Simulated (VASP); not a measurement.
# Li (P-1) in VASP: a series of runs

Li is run at these levels: PBE; tasks: single point.

Program: VASP 6.6.1. These are calculated values, not measurements. Logs are shortened: lines on timing, memory, paths and dates and some standing lists are left out, and cuts for length are marked.

## Step 1: The cell of the first run

The typed cell holds 1 atom: a = 3.101 Å, b = 3.111 Å, c = 3.104 Å, α = 108.73°, β = 110.01°, γ = 109.67°.

## Step 2: Single point, PBE (the cell strained at random)

Contents of INCAR:

```
PREC     = Accurate       # precision mode
ENCUT    = 520            # plane-wave cutoff, eV
EDIFF    = 1E-6           # SCF threshold, eV
ISMEAR   = 0              # smearing method
SIGMA    = 0.1            # smearing width, eV
LREAL    = F              # projectors in reciprocal space
LASPH    = T              # aspherical terms in the spheres
NELM     = 60             # most SCF steps
ALGO     = Fast           # electronic algorithm
ISIF     = 2              # what is computed and relaxed
LWAVE    = F              # write WAVECAR
LCHARG   = F              # write CHGCAR
GGA      = PE             # functional
NBANDS   = 8              # bands
```

Contents of KPOINTS:

```
regular mesh
0
Gamma
  14 14 14
```

Contents of POSCAR:

```
Li
1.0
   -1.8084675000      1.7782800000      1.7849300000
    1.8132975000     -1.7813250000      1.7928050000
    1.8072775000      1.7801350000     -1.7879750000
Li
1
Direct
    0.0000000000      0.0000000000      0.0000000000
```

Potentials or basis: VASP PAW PBE potentials, release 64 (Li_sv).

Launch:

```sh
> cat potpaw_PBE.64/Li_sv/POTCAR > POTCAR
> mpirun -np 1 vasp_std > vasp.out
```

OUTCAR:

```text
PREC = Accurate
   ENCUT = 520
   EDIFF = 1E-6
   ISMEAR = 0
   LREAL = F
   LASPH = T
   NELM = 60
   ISIF = 2
   GGA = PE

 ion  position               nearest neighbor table
   1  0.000  0.000  0.000-

  LATTYP: Found a triclinic cell.
 ALAT       =     8.7694091844
 B/A-ratio  =     0.3539057453
 C/A-ratio  =     0.5749228361
 COS(alpha) =     0.0035686342
 COS(beta)  =     0.2915467468
 COS(gamma) =     0.9427296787

  Lattice vectors:

 A1 = (   3.6097250000,   3.5633150000,  -7.1536850000)
 A2 = (   1.8072775000,   1.7801350000,  -1.7879750000)
 A3 = (  -0.0036400000,  -3.5553700000,  -3.5746900000)

Analysis of symmetry for initial positions (statically):
=====================================================================
 Subroutine PRICEL returns:
 Original cell was already a primitive cell.

 Routine SETGRP: Setting up the symmetry group for a
 triclinic supercell.

 Subroutine GETGRP returns: Found  2 space group operations
 (whereof  2 operations were pure point group operations)
 out of a pool of  2 trial point group operations.

The static configuration has the point symmetry S_2 .

Analysis of symmetry for dynamics (positions and initial velocities):
=====================================================================
 Subroutine PRICEL returns:
 Original cell was already a primitive cell.

 Routine SETGRP: Setting up the symmetry group for a
 triclinic supercell.

 Subroutine GETGRP returns: Found  2 space group operations
 (whereof  2 operations were pure point group operations)
 out of a pool of  2 trial point group operations.

The dynamic configuration has the point symmetry S_2 .

 Subroutine INISYM returns: Found  2 space group operations
 (whereof  2 operations are pure point group operations),
 and found     1 'primitive' translations

----------------------------------------------------------------------------------------

                                     Primitive cell

  volume of cell :      23.0468

  direct lattice vectors                    reciprocal lattice vectors
    -1.808467500  1.778280000  1.784930000    -0.000280748  0.281263285  0.279746209
     1.813297500 -1.781325000  1.792805000     0.275826954  0.000331102  0.279134358
     1.807277500  1.780135000 -1.787975000     0.276291797  0.281116278 -0.000133741

  length of vectors
     3.101420572  3.110517055  3.103544293     0.396695167  0.392424016  0.394161816

  position of ions in fractional coordinates (direct lattice)
     0.000000000  0.000000000  0.000000000

  ion indices of the primitive-cell ions
   primitive index   ion index
                 1           1

----------------------------------------------------------------------------------------

 KPOINTS: regular mesh

Automatic generation of k-mesh.
 Grid dimensions read from file:
 generate k-points for:   14   14   14

 Generating k-lattice:

  Cartesian coordinates                     Fractional coordinates (reciprocal lattice)
    -0.000020053  0.020090235  0.019981872     0.071428571  0.000000000  0.000000000
     0.019701925  0.000023650  0.019938168     0.000000000  0.071428571  0.000000000
     0.019735128  0.020079734 -0.000009553     0.000000000  0.000000000  0.071428571

  Length of vectors
     0.028335369  0.028030287  0.028154415

  Shift w.r.t. Gamma in fractional coordinates (k-lattice)
     0.000000000  0.000000000  0.000000000

 Subroutine IBZKPT returns following result:
 ===========================================

 Found   1376 irreducible k-points:

 Following reciprocal coordinates:
            Coordinates               Weight
  0.000000  0.000000  0.000000      1.000000
  0.071429  0.000000  0.000000      2.000000
  0.142857  0.000000  0.000000      2.000000
  0.214286  0.000000  0.000000      2.000000
  0.285714  0.000000  0.000000      2.000000
  0.357143  0.000000  0.000000      2.000000
[... 16 lines left out ...]
  0.000000  0.142857  0.000000      2.000000
  0.071429  0.142857 -0.000000      2.000000
 [... further k-points ...]
   k-points           NKPTS =   1376   k-points in BZ     NKDIM =   1376   number of bands    NBANDS=      8
   number of dos      NEDOS =    301   number of ions     NIONS =      1
   total plane-waves  NPLWV =  13824
   dimension x,y,z NGX =    24 NGY =   24 NGZ =   24
   dimension x,y,z NGXF=    48 NGYF=   48 NGZF=   48
   ions per type =               1
   NGX,Y,Z   is equivalent  to a cutoff of  12.86, 12.83, 12.86 a.u.
   NGXF,Y,Z  is equivalent  to a cutoff of  25.73, 25.65, 25.71 a.u.
 SYSTEM =  unknown system
   PREC   = accura    normal or accurate (medium, high low for compatibility)
   ISTART =      0    job   : 0-new  1-cont  2-samecut
   ICHARG =      2    charge: 1-file 2-atom 10-const
   ISPIN  =      1    spin polarized calculation?
   LNONCOLLINEAR =      F non collinear calculations
   LSORBIT =      F    spin-orbit coupling
   LASPH  =      T    aspherical Exc in radial PAW
   ENCUT  =  520.0 eV  38.22 Ry    6.18 a.u.   5.77  5.78  5.77*2*pi/ulx,y,z
   NELM   =     60;   NELMIN=  2; NELMDL= -5     # of ELM steps
   EDIFF  = 0.1E-05   stopping-criterion for ELM
   LREAL  =      F    real-space projection
   EDIFFG = 0.1E-04   stopping-criterion for IOM
   NSW    =      0    number of steps for IOM
   IBRION =     -1    ionic relax: 0-MD 1-quasi-New 2-CG
   NFREE  =      0    steps in history (QN), initial steepest desc. (CG)
   ISIF   =      2    stress and relaxation
   ISYM   =      2    0-nonsym 1-usesym 2-fastsym
   POTIM  = 0.5000    time-step for ionic-motion
   TEBEG  =    0.0;   TEEND  =   0.0 temperature during run
   PSTRESS=    0.0 pullay stress
   NELECT =       3.0000    total number of electrons
   NUPDOWN=      -1.0000    fix difference up-down
   EMIN   =  10.00;   EMAX   =-10.00  energy-range for DOS
   EFERMI =   0.00;   METHOD = LEGACY
   ISMEAR =     0;   SIGMA  =   0.10  broadening in eV -4-tet -1-fermi 0-gaus
   EFERMI_NEDOS =   21; number of points for ismear=-14 and -15
   IALGO  =     68    algorithm
   IMIX   =      4    mixing-type and parameters
     AMIX     =   0.40;   BMIX     =  1.00
     AMIX_MAG =   1.60;   BMIX_MAG =  1.00
  volume/ion in A,a.u.               =      23.05       155.53
  Fermi-wavevector in a.u.,A,eV,Ry     =   0.829682  1.567871  9.365866  0.688372
  Thomas-Fermi vector in A             =   1.942270
   LORBIT       =      0    0 simple, 1 ext, 2 COOP (PROOUT), +10 PAW based schemes
   GGA     = PE    functional components
   LHFCALC =     F    Hartree Fock is set to
   AEXX    =    0.0000 exact exchange contribution
   IVDW    =     0    specifies the selected vdW correction
   LEPSILON=     F    determine dielectric tensor
   LRPA    =     F    only Hartree local field effects (RPA)
 non-spin polarized calculation
 RMM-DIIS sequential band-by-band and
 Gauss-broadening in eV      SIGMA  =   0.10
  energy-cutoff  :      520.00
  volume of cell :       23.05
 maximum number of plane-waves:       639
   NGX = 11   NGY = 11   NGZ = 11

 number of electron       3.0000007 magnetization

 Free energy of the ion-electron system (eV)
  ---------------------------------------------------
  ext. energy  EPLUGINS =         0.00000000
  ---------------------------------------------------
  free energy    TOTEN  =        -1.89185163 eV

  energy without entropy =       -1.88856551  energy(sigma->0) =       -1.89020857

 E-fermi :   0.2698     XC(G=0):  -6.7394

 val. band max:        0.2657638295   @ k =   0.2857   0.2143   0.5000
 cond. band min:       0.2705797404   @ k =   0.0714   0.5000   0.3571
 fundamental gap:      0.0048159110
 Fermi energy:         0.2697976039

 k-point     1 :       0.0000    0.0000    0.0000
  band No.  band energies     occupation
      1     -46.4697      2.00000
      2      -3.1029      2.00000
      3      13.5468      0.00000
      4      13.6126      0.00000
      5      13.6433      0.00000
      6      17.9527      0.00000
      7      18.0768      0.00000
      8      18.3379      0.00000

 k-point     2 :       0.0714    0.0000    0.0000
  band No.  band energies     occupation
      1     -46.4691      2.00000
      2      -3.0098      2.00000
      3      13.0983      0.00000
      4      13.1182      0.00000
      5      13.4416      0.00000
      6      16.9026      0.00000
      7      16.9627      0.00000
      8      18.2813      0.00000

 k-point     3 :       0.1429    0.0000    0.0000
  band No.  band energies     occupation
      1     -46.4676      2.00000
      2      -2.7307      2.00000
      3      11.5020      0.00000
      4      12.2351      0.00000
      5      12.9801      0.00000
      6      15.6722      0.00000
      7      15.8663      0.00000
      8      18.0242      0.00000

 k-point     4 :       0.2143    0.0000    0.0000
  band No.  band energies     occupation
      1     -46.4652      2.00000
      2      -2.2656      2.00000
      3       9.4185      0.00000
      4      11.3534      0.00000
      5      12.3834      0.00000
      6      14.6063      0.00000
      7      15.5186      0.00000
      8      18.2558      0.00000

 k-point     5 :       0.2857    0.0000    0.0000
  band No.  band energies     occupation
      1     -46.4626      2.00000
      2      -1.6187      2.00000
      3       7.3540      0.00000
      4      10.6167      0.00000
      5      11.8095      0.00000
      6      13.7697      0.00000
      7      15.4710      0.00000
      8      18.8548      0.00000
[... 177 lines left out ...]
 k-point    22 :      -0.0714    0.0714   -0.0000
  band No.  band energies     occupation
      1     -46.4692      2.00000
      2      -3.0112      2.00000
      3      12.9850      0.00000
      4      13.1877      0.00000
      5      13.4601      0.00000
      6      16.8760      0.00000
      7      17.1059      0.00000
      8      18.3088      0.00000

 k-point    23 :       0.0000    0.1429    0.0000
  band No.  band energies     occupation
      1     -46.4676      2.00000
      2      -2.7387      2.00000
      3      11.2156      0.00000
      4      12.3907      0.00000
      5      13.0993      0.00000
      6      15.9369      0.00000
      7      16.0030      0.00000
      8      17.9498      0.00000

 k-point    24 :       0.0714    0.1429   -0.0000
  band No.  band energies     occupation
      1     -46.4662      2.00000
      2      -2.4607      2.00000
      3      10.2020      0.00000
      4      11.4853      0.00000
      5      12.3733      0.00000
      6      15.7343      0.00000
      7      15.8407      0.00000
      8      18.0172      0.00000

 [... further k-points ...]

------------------------ aborting loop because EDIFF is reached ----------------------------------------

  FORCE on cell =-STRESS in cart. coord.  units (eV):
  Direction    XX          YY          ZZ          XY          YZ          ZX
  --------------------------------------------------------------------------------------
  -------------------------------------------------------------------------------------
  Total       -0.2088622     -0.2217009     -0.2174620      0.0006974      0.0016703     -0.0029652
  in kB      -14.5197562    -15.4122809    -15.1176013      0.0484813      0.1161135     -0.2061348
  external PRESSURE =     -15.0165461 kB  Pullay stress =       0.0000000 kB

 VOLUME and BASIS-vectors are now :
 -----------------------------------------------------------------------------
  energy-cutoff  :      520.00
  volume of cell :       23.05
      direct lattice vectors                 reciprocal lattice vectors
    -1.808467500  1.778280000  1.784930000    -0.000280748  0.281263285  0.279746209
     1.813297500 -1.781325000  1.792805000     0.275826954  0.000331102  0.279134358
     1.807277500  1.780135000 -1.787975000     0.276291797  0.281116278 -0.000133741

 POSITION                                       TOTAL-FORCE (eV/Angst)
 -----------------------------------------------------------------------------------
      0.00000      0.00000      0.00000        -0.000000      0.000000     -0.000000
 -----------------------------------------------------------------------------------
    total drift:                               -0.000000      0.000000      0.000000

  FREE ENERGIE OF THE ION-ELECTRON SYSTEM (eV)
  ---------------------------------------------------
  free  energy   TOTEN  =        -1.8918516325 eV

  energy  without entropy=       -1.8885655096  energy(sigma->0) =       -1.89020857
```

Wall time 3.3 min (1 thread of Intel Xeon 8259CL, shared host); peak memory 0.3 GiB.

Results:

```
Free energy            : -1.8919 eV
Band gap on the k mesh : zero (an odd number of electrons rules out a gap without spin polarisation)
```

Caveat: the cell differs from its parent crystal (the cell strained at random); the cutoff is under 1.25 times the usual one of these potentials, so pressure, stress and relaxed cells hold a basis-set (Pulay) error.

## Step 3: Single point, PBE (the cell strained at random)

Contents of INCAR:

```
PREC = Accurate ; ENCUT = 520
EDIFF = 1E-6 ; ISMEAR = 0
SIGMA = 0.1 ; LREAL = F
LASPH = T ; NELM = 80
ALGO = Fast ; ISIF = 2
LWAVE = F ; LCHARG = T
GGA = PE ; LELF = T
LVHAR = T ; NBANDS = 8
```

Contents of KPOINTS:

```
Automatic mesh
0
Gamma
  14 14 14
```

Contents of POSCAR:

```
Li
1.0
   -1.8457600000      1.8431350000      1.8225200000
    1.8470550000     -1.8463200000      1.8270000000
    1.8282600000      1.8288200000     -1.8257050000
Li
1
Direct
    0.0000000000      0.0000000000      0.0000000000
```

Potentials or basis: VASP PAW PBE potentials, release 64 (Li_sv).

Launch:

```sh
> cat potpaw_PBE.64/Li_sv/POTCAR > POTCAR
> mpirun -np 1 vasp_std > vasp.out
```

Wall time 2.6 min (1 thread of Intel Xeon 8259CL, shared host); peak memory 0.31 GiB.

The run converged. Its results:

```
Free energy            : -1.8753 eV
Band gap on the k mesh : zero (an odd number of electrons rules out a gap without spin polarisation)
```

Levels at points of the mesh, in eV from the Fermi level:
```csv
k point,band 1,band 2,band 3,band 4,band 5,band 6
"(0.00, 0.00, 0.00)",-46.86,-3.28,12.63,12.73,12.77,16.98
"(0.50, 0.00, 0.00)",-46.85,0.32,2.71,9.02,10.36,12.04
"(0.00, 0.50, 0.00)",-46.85,0.31,2.69,9.05,10.38,12.07
"(0.50, 0.50, 0.00)",-46.85,0.25,2.60,9.17,10.51,12.21
"(0.00, 0.00, 0.50)",-46.85,0.32,2.71,9.06,10.44,12.13
"(0.50, 0.00, 0.50)",-46.85,0.31,2.70,9.03,10.38,12.06
"(0.00, 0.50, 0.50)",-46.85,0.31,2.69,9.04,10.37,12.05
"(0.50, 0.50, 0.50)",-46.84,4.81,4.87,4.96,6.94,7.02
```

Caveat: the cell differs from its parent crystal (the cell strained at random); the cutoff is under 1.25 times the usual one of these potentials, so pressure, stress and relaxed cells hold a basis-set (Pulay) error.
